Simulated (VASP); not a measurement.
# SnO (Pmn2_1) in VASP: single point with r2SCAN

Aim: the single point of SnO with r2SCAN.

All numbers are computed with VASP 6.6.1; they aren't measurements. Logs are shortened: lines on timing, memory, paths and dates and some standing lists are left out, and cuts for length are marked.

## 1. The cell of the first run

It takes space group Pmn2_1 (No. 31, orthorhombic). Conventional cell: a = 3.355 Å, b = 5.674 Å, c = 4.222 Å, α = 90.00°, β = 90.00°, γ = 90.00°. Sn (site symmetry m) has 3 O at 2.15 to 2.16 Å within 2.8 Å. Within 2.8 Å of O (site symmetry m) lie 3 Sn at 2.15 to 2.16 Å.

## 2. Single point, r2SCAN

POSCAR

```
SnO
1.0
    6.7100100000      0.0000000000      0.0000000000
    0.0000000000      5.6741040000      0.0000000000
    0.0000000000      0.0000000000      4.2219700000
Sn O
4 4
Direct
    0.0000000000      0.2319090000      0.5131440000
    0.2500000000      0.7680910000      0.0131440000
    0.5000000000      0.2319090000      0.5131440000
    0.7500000000      0.7680910000      0.0131440000
    0.0000000000      0.8912500000      0.7368570000
    0.2500000000      0.1087500000      0.2368570000
    0.5000000000      0.8912500000      0.7368570000
    0.7500000000      0.1087500000      0.2368570000
```

INCAR.step1

```
SYSTEM = SnO
PREC = Accurate
ENCUT = 660
ISMEAR = 0
SIGMA = 0.01
LREAL = .FALSE.
LASPH = .TRUE.
NELM = 120
NBANDS = 50
GGA = PE
ALGO = Normal
EDIFF = 1E-5
LWAVE = .TRUE.
LCHARG = .FALSE.
GGA_COMPAT = .FALSE.
```

INCAR.step2

```
SYSTEM = SnO
PREC = Accurate
ENCUT = 660
EDIFF = 1E-6
ISMEAR = 0
SIGMA = 0.01
LREAL = .FALSE.
LASPH = .TRUE.
NELM = 120
ALGO = Normal
ISIF = 2
LWAVE = .FALSE.
LCHARG = .TRUE.
METAGGA = R2SCAN
LMIXTAU = .TRUE.
LELF = .TRUE.
LVHAR = .TRUE.
NBANDS = 50
ISTART = 1
GGA_COMPAT = .FALSE.
```

KPOINTS

```
regular mesh
0
G
  2 4 4
  0 0 0
```

Potentials or basis: VASP PAW PBE potentials, release 64 (Sn_d, O).

The run is started by

```bash
> cat potpaw_PBE.64/Sn_d/POTCAR potpaw_PBE.64/O/POTCAR > POTCAR
> cp INCAR.step1 INCAR
> mpirun -np 1 vasp_std > vasp.out
> cp INCAR.step2 INCAR
> mpirun -np 1 vasp_std > vasp.out
```

OUTCAR:

```text
SYSTEM = SnO
   PREC = Accurate
   ENCUT = 660
   EDIFF = 1E-6
   ISMEAR = 0
   LREAL = .FALSE.
   LASPH = .TRUE.
   NELM = 120
   ISIF = 2
   METAGGA = R2SCAN
   ISTART = 1

 ion  position               nearest neighbor table
   1  0.000  0.232  0.513-   5 2.15   6 2.16   8 2.16   3 3.36   3 3.36
   2  0.250  0.768  0.013-   6 2.15   5 2.16   7 2.16   4 3.36   4 3.36
   3  0.500  0.232  0.513-   7 2.15   6 2.16   8 2.16   1 3.36   1 3.36
   4  0.750  0.768  0.013-   8 2.15   7 2.16   5 2.16   2 3.36   2 3.36
   5  0.000  0.891  0.737-   1 2.15   2 2.16   4 2.16
   6  0.250  0.109  0.237-   2 2.15   1 2.16   3 2.16
   7  0.500  0.891  0.737-   3 2.15   2 2.16   4 2.16
   8  0.750  0.109  0.237-   4 2.15   3 2.16   1 2.16

  LATTYP: Found a simple orthorhombic cell.
 ALAT       =     4.2219700000
 B/A-ratio  =     1.3439470200
 C/A-ratio  =     1.5893078350

  Lattice vectors:

 A1 = (   0.0000000000,   0.0000000000,  -4.2219700000)
 A2 = (   0.0000000000,   5.6741040000,   0.0000000000)
 A3 = (   6.7100100000,   0.0000000000,   0.0000000000)

Analysis of symmetry for initial positions (statically):
=====================================================================
 Subroutine PRICEL returns following result:

  LATTYP: Found a simple orthorhombic cell.
 ALAT       =     3.3550050000
 B/A-ratio  =     1.2584094510
 C/A-ratio  =     1.6912356315

  Lattice vectors:

 A1 = (  -3.3550050000,   0.0000000000,   0.0000000000)
 A2 = (   0.0000000000,   0.0000000000,   4.2219700000)
 A3 = (   0.0000000000,   5.6741040000,   0.0000000000)

   2 primitive cells build up your supercell.

 Routine SETGRP: Setting up the symmetry group for a
 simple orthorhombic supercell.

 Subroutine GETGRP returns: Found  4 space group operations
 (whereof  2 operations were pure point group operations)
 out of a pool of  8 trial point group operations.

The static configuration has the point symmetry C_1h.
 The point group associated with its full space group is C_2v.

Analysis of symmetry for dynamics (positions and initial velocities):
=====================================================================
 Subroutine PRICEL returns following result:

  LATTYP: Found a simple orthorhombic cell.
 ALAT       =     3.3550050000
 B/A-ratio  =     1.2584094510
 C/A-ratio  =     1.6912356315

  Lattice vectors:

 A1 = (  -3.3550050000,   0.0000000000,   0.0000000000)
 A2 = (   0.0000000000,   0.0000000000,   4.2219700000)
 A3 = (   0.0000000000,   5.6741040000,   0.0000000000)

   2 primitive cells build up your supercell.

 Routine SETGRP: Setting up the symmetry group for a
 simple orthorhombic supercell.

 Subroutine GETGRP returns: Found  4 space group operations
 (whereof  2 operations were pure point group operations)
 out of a pool of  8 trial point group operations.

The dynamic configuration has the point symmetry C_1h.
 The point group associated with its full space group is C_2v.

 Subroutine INISYM returns: Found  4 space group operations
 (whereof  2 operations are pure point group operations),
 and found     2 'primitive' translations

----------------------------------------------------------------------------------------

                                     Primitive cell

  volume of cell :      80.3722

  direct lattice vectors                    reciprocal lattice vectors
    -3.355005000  0.000000000  0.000000000    -0.298062149  0.000000000  0.000000000
     0.000000000  0.000000000  4.221970000     0.000000000  0.000000000  0.236856254
     0.000000000  5.674104000  0.000000000     0.000000000  0.176239279  0.000000000

  length of vectors
     3.355005000  4.221970000  5.674104000     0.298062149  0.236856254  0.176239279

  position of ions in fractional coordinates (direct lattice)
     0.000000000  0.513144000  0.231909000
     0.500000000  0.013144000  0.768091000
     0.000000000  0.736857000  0.891250000
     0.500000000  0.236857000  0.108750000

  ion indices of the primitive-cell ions
   primitive index   ion index
                 1           1
                 2           2
                 3           5
                 4           6

----------------------------------------------------------------------------------------

 KPOINTS: regular mesh

Automatic generation of k-mesh.
 Grid dimensions read from file:
 generate k-points for:    2    4    4

 Generating k-lattice:

  Cartesian coordinates                     Fractional coordinates (reciprocal lattice)
     0.074515537  0.000000000  0.000000000     0.500000000  0.000000000  0.000000000
     0.000000000  0.044059820  0.000000000     0.000000000  0.250000000  0.000000000
     0.000000000  0.000000000  0.059214064     0.000000000  0.000000000  0.250000000

  Length of vectors
     0.074515537  0.044059820  0.059214064

  Shift w.r.t. Gamma in fractional coordinates (k-lattice)
     0.000000000  0.000000000  0.000000000

 Subroutine IBZKPT returns following result:
 ===========================================

 Found     18 irreducible k-points:

 Following reciprocal coordinates:
            Coordinates               Weight
  0.000000  0.000000  0.000000      1.000000
  0.500000  0.000000  0.000000      1.000000
  0.000000  0.250000  0.000000      2.000000
  0.500000  0.250000  0.000000      2.000000
  0.000000  0.500000  0.000000      1.000000
  0.500000  0.500000  0.000000      1.000000
[... 10 lines left out ...]
  0.000000  0.500000  0.500000      1.000000
  0.500000  0.500000  0.500000      1.000000
   k-points           NKPTS =     18   k-points in BZ     NKDIM =     18   number of bands    NBANDS=     50
   number of dos      NEDOS =    301   number of ions     NIONS =      8
   total plane-waves  NPLWV =  96768
   dimension x,y,z NGX =    56 NGY =   48 NGZ =   36
   dimension x,y,z NGXF=   112 NGYF=   96 NGZF=   72
   ions per type =               4   4
   NGX,Y,Z   is equivalent  to a cutoff of  13.87, 14.06, 14.18 a.u.
   NGXF,Y,Z  is equivalent  to a cutoff of  27.75, 28.13, 28.35 a.u.
 SYSTEM =  SnO
   PREC   = accura    normal or accurate (medium, high low for compatibility)
   ISTART =      1    job   : 0-new  1-cont  2-samecut
   ICHARG =      0    charge: 1-file 2-atom 10-const
   ISPIN  =      1    spin polarized calculation?
   LNONCOLLINEAR =      F non collinear calculations
   LSORBIT =      F    spin-orbit coupling
   LASPH  =      T    aspherical Exc in radial PAW
   ENCUT  =  660.0 eV  48.51 Ry    6.96 a.u.  14.06 11.89  8.84*2*pi/ulx,y,z
   NELM   =    120;   NELMIN=  2; NELMDL=  0     # of ELM steps
   EDIFF  = 0.1E-05   stopping-criterion for ELM
   LREAL  =      F    real-space projection
   EDIFFG = 0.1E-04   stopping-criterion for IOM
   NSW    =      0    number of steps for IOM
   IBRION =     -1    ionic relax: 0-MD 1-quasi-New 2-CG
   NFREE  =      0    steps in history (QN), initial steepest desc. (CG)
   ISIF   =      2    stress and relaxation
   ISYM   =      2    0-nonsym 1-usesym 2-fastsym
   POTIM  = 0.5000    time-step for ionic-motion
   TEBEG  =    0.0;   TEEND  =   0.0 temperature during run
   PSTRESS=    0.0 pullay stress
   NELECT =      80.0000    total number of electrons
   NUPDOWN=      -1.0000    fix difference up-down
   EMIN   =  10.00;   EMAX   =-10.00  energy-range for DOS
   EFERMI =   0.00;   METHOD = LEGACY
   ISMEAR =     0;   SIGMA  =   0.01  broadening in eV -4-tet -1-fermi 0-gaus
   EFERMI_NEDOS =   21; number of points for ismear=-14 and -15
   IALGO  =     38    algorithm
   IMIX   =      4    mixing-type and parameters
     AMIX     =   0.40;   BMIX     =  1.00
     AMIX_MAG =   1.60;   BMIX_MAG =  1.00
  volume/ion in A,a.u.               =      20.09       135.59
  Fermi-wavevector in a.u.,A,eV,Ry     =   1.297357  2.451650 22.900458  1.683136
  Thomas-Fermi vector in A             =   2.428755
   LORBIT       =      0    0 simple, 1 ext, 2 COOP (PROOUT), +10 PAW based schemes
   METAGGA = R2SCAN    functional components
   LHFCALC =     F    Hartree Fock is set to
   AEXX    =    0.0000 exact exchange contribution
   IVDW    =     0    specifies the selected vdW correction
   LEPSILON=     F    determine dielectric tensor
   LRPA    =     F    only Hartree local field effects (RPA)
 non-spin polarized calculation
 Gauss-broadening in eV      SIGMA  =   0.01
  energy-cutoff  :      660.00
  volume of cell :      160.74
 maximum number of plane-waves:      6224
   NGX = 29   NGY = 23   NGZ = 17

 number of electron      80.0000008 magnetization

 Free energy of the ion-electron system (eV)
  ---------------------------------------------------
  ext. energy  EPLUGINS =         0.00000000
  ---------------------------------------------------
  free energy    TOTEN  =      -133.14838136 eV

  energy without entropy =     -133.14838136  energy(sigma->0) =     -133.14838136

 E-fermi :   4.6799     XC(G=0): -10.1367

 val. band max:        4.6251758094   @ k =   0.0000   0.0000   0.0000
 cond. band min:       6.6434148159   @ k =   0.0000   0.2500   0.2500
 fundamental gap:      2.0182390065
 Fermi energy:         4.6798593091

 k-point     1 :       0.0000    0.0000    0.0000
  band No.  band energies     occupation
      1     -17.3138      2.00000
      2     -17.2664      2.00000
      3     -17.2664      2.00000
      4     -16.8950      2.00000
      5     -16.7872      2.00000
      6     -16.7769      2.00000
[... 42 lines left out ...]
     49      11.8279      0.00000
     50      11.8279      0.00000

 k-point     2 :       0.5000    0.0000    0.0000
  band No.  band energies     occupation
      1     -17.3024      2.00000
      2     -17.3024      2.00000
      3     -17.0307      2.00000
      4     -17.0307      2.00000
      5     -16.7906      2.00000
      6     -16.7906      2.00000
[... 42 lines left out ...]
     49      11.8989      0.00000
     50      11.8996      0.00000

 k-point     3 :       0.0000    0.2500    0.0000
  band No.  band energies     occupation
      1     -17.3095      2.00000
      2     -17.2690      2.00000
      3     -17.2690      2.00000
      4     -16.8974      2.00000
      5     -16.7839      2.00000
      6     -16.7753      2.00000
[... 42 lines left out ...]
     49      12.0475      0.00000
     50      12.0475      0.00000

 k-point     4 :       0.5000    0.2500    0.0000
  band No.  band energies     occupation
      1     -17.3021      2.00000
      2     -17.3021      2.00000
      3     -17.0315      2.00000
      4     -17.0315      2.00000
      5     -16.7933      2.00000
      6     -16.7933      2.00000
[... 681 lines left out ...]
 k-point    17 :       0.0000    0.5000    0.5000
  band No.  band energies     occupation
      1     -17.2881      2.00000
      2     -17.2881      2.00000
      3     -17.1472      2.00000
      4     -17.1472      2.00000
      5     -16.7777      2.00000
      6     -16.7777      2.00000
[... 42 lines left out ...]
     49      11.3113      0.00000
     50      11.3113      0.00000

 k-point    18 :       0.5000    0.5000    0.5000
  band No.  band energies     occupation
      1     -17.1995      2.00000
      2     -17.1995      2.00000
      3     -17.1995      2.00000
      4     -17.1995      2.00000
      5     -16.7912      2.00000
      6     -16.7912      2.00000
[... 42 lines left out ...]
     49      11.7935      0.00000
     50      11.7935      0.00000

------------------------ aborting loop because EDIFF is reached ----------------------------------------

  FORCE on cell =-STRESS in cart. coord.  units (eV):
  Direction    XX          YY          ZZ          XY          YZ          ZX
  --------------------------------------------------------------------------------------
  -------------------------------------------------------------------------------------
  Total       -3.6148437     -2.2592509     -2.5013009      0.0000000      0.0000000      0.0000000
  in kB      -36.0300202    -22.5184994    -24.9310697      0.0000000      0.0000000      0.0000000
  external PRESSURE =     -27.8265298 kB  Pullay stress =       0.0000000 kB

 VOLUME and BASIS-vectors are now :
 -----------------------------------------------------------------------------
  energy-cutoff  :      660.00
  volume of cell :      160.74
      direct lattice vectors                 reciprocal lattice vectors
     6.710010000  0.000000000  0.000000000     0.149031074  0.000000000  0.000000000
     0.000000000  5.674104000  0.000000000     0.000000000  0.176239279  0.000000000
     0.000000000  0.000000000  4.221970000     0.000000000  0.000000000  0.236856254

 POSITION                                       TOTAL-FORCE (eV/Angst)
 -----------------------------------------------------------------------------------
      0.00000      1.31588      2.16648         0.000000     -0.484707     -0.152091
      1.67750      4.35823      0.05549         0.000000      0.484707     -0.152091
      3.35500      1.31588      2.16648        -0.000000     -0.484707     -0.152091
      5.03251      4.35823      0.05549         0.000000      0.484707     -0.152091
      0.00000      5.05705      3.11099        -0.000000      0.190426      0.152091
      1.67750      0.61706      1.00000        -0.000000     -0.190426      0.152091
      3.35500      5.05705      3.11099        -0.000000      0.190426      0.152091
      5.03251      0.61706      1.00000        -0.000000     -0.190426      0.152091
 -----------------------------------------------------------------------------------
    total drift:                                0.000000     -0.000000     -0.000732

  FREE ENERGIE OF THE ION-ELECTRON SYSTEM (eV)
  ---------------------------------------------------
  free  energy   TOTEN  =      -133.1483813552 eV

  energy  without entropy=     -133.1483813552  energy(sigma->0) =     -133.14838136
```

Wall time 10 min (1 thread of Intel Xeon Platinum 8488C (Sapphire Rapids), shared host); peak memory 0.42 GiB.

What came out:

| Quantity | Value |
| --- | --- |
| Free energy | -133.1484 eV |
| Pressure | -2.8 GPa |
| Largest force | 0.508 eV/Å |
| Band gap on the k mesh | 2.02 eV |

Forces on the atoms (eV/Å):
```
Sn   0.000 -0.485 -0.152
Sn   0.000  0.485 -0.152
Sn   0.000 -0.485 -0.152
Sn   0.000  0.485 -0.152
O    0.000  0.190  0.152
O    0.000 -0.190  0.152
O    0.000  0.190  0.152
O    0.000 -0.190  0.152
```

Stress tensor (GPa, compression positive):
```
-3.60  0.00  0.00
 0.00 -2.25  0.00
 0.00  0.00 -2.49
```

Caveat: the k points lie up to 0.47 Å⁻¹ apart; the PAW data sets were made with another functional, which shifts forces and pressure a little; spin-orbit coupling is left out, which moves the levels of the heavy elements.
